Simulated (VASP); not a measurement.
A run of VASP 6.6.1 is set up as follows.

The input INCAR:

```
SYSTEM = BP
  PREC = Accurate
  ENCUT = 520
  EDIFF = 1E-6
  ISMEAR = -1
  SIGMA = 0.05
  LREAL = .FALSE.
  LASPH = .TRUE.
  NELM = 60
  ALGO = Normal
  ISIF = 2
  LWAVE = .FALSE.
  LCHARG = .FALSE.
  GGA = PE
  IVDW = 12
  NBANDS = 11
```

Contents of KPOINTS:

```
regular mesh
0
G
  10 10 10
  0 0 0
```

Contents of POSCAR:

```
BP
1.0
    0.0000000000      2.2536459003      2.2536459003
    2.2536459003      0.0000000000      2.2536459003
    2.2536459003      2.2536459003      0.0000000000
P B
1 1
Direct
    0.7500000000      0.7500000000      0.7500000000
    0.0000000000      0.0000000000      0.0000000000
```

Potentials or basis: VASP PAW PBE potentials, release 64 (P, B).

Launch:

```console
$ cat potpaw_PBE.64/P/POTCAR potpaw_PBE.64/B/POTCAR > POTCAR
$ mpirun -np 1 vasp_std > vasp.out
```

(1) Predict the band gap on the k mesh.

(2) Estimate the dispersion energy per atom.

(3) What does it give for the pressure?

Answers

(1) 1.21 eV, indirect (least direct gap 3.43 eV).

(2) -0.330 eV.

(3) -0.2 GPa.
